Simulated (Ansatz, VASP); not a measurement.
# Two plane-wave programs on InSe

```
CELL_PARAMETERS angstrom
4.03177 0.00000 0.00000
-2.01589 3.49162 0.00000
0.00000 0.00000 16.76237
ATOMIC_POSITIONS crystal
In 0.33333 0.66667 0.16666
In 0.66667 0.33333 0.66666
In 0.33333 0.66667 0.33334
In 0.66667 0.33333 0.83334
Se 0.33333 0.66667 0.58987
Se 0.66667 0.33333 0.08987
Se 0.33333 0.66667 0.91013
Se 0.66667 0.33333 0.41013
```

Alike in both runs: functional PBE; dispersion D3(BJ); k mesh 12 × 12 × 2; occupations gaussian, width 0.02 eV; no spin polarisation.

Ansatz relaxed the structure, and its values are those at the end. VASP's run is a single point on that final structure, the one shown.

|  | VASP | Ansatz |
| --- | --- | --- |
| version | VASP 6.6.1 | Ansatz 0.2.0 |
| potentials or method | VASP PAW PBE potentials, release 64 (In_d, Se), cutoff 520 eV | scalar-relativistic, plane waves, PAW |
| valence electrons in the cell | 76 | 116 |

VASP gave:

| Property | Result |
| --- | --- |
| gap on the k mesh at the Fermi level (eV) | 0.36 |
| least direct gap on the mesh (eV) | 0.36 |
| pressure (GPa) | 0.0 |
| rms of the force components (eV/Å) | 0.008 |

Question: Estimate Ansatz's values.

Answer: gap on the k mesh at the Fermi level (eV): 0.37; least direct gap on the mesh (eV): 0.37; pressure (GPa): 0.0; rms of the force components (eV/Å): 0.001.

VASP's potentials hold 76 valence electrons a cell and Ansatz's 116, so a difference there can come from the potentials and not from the codes.
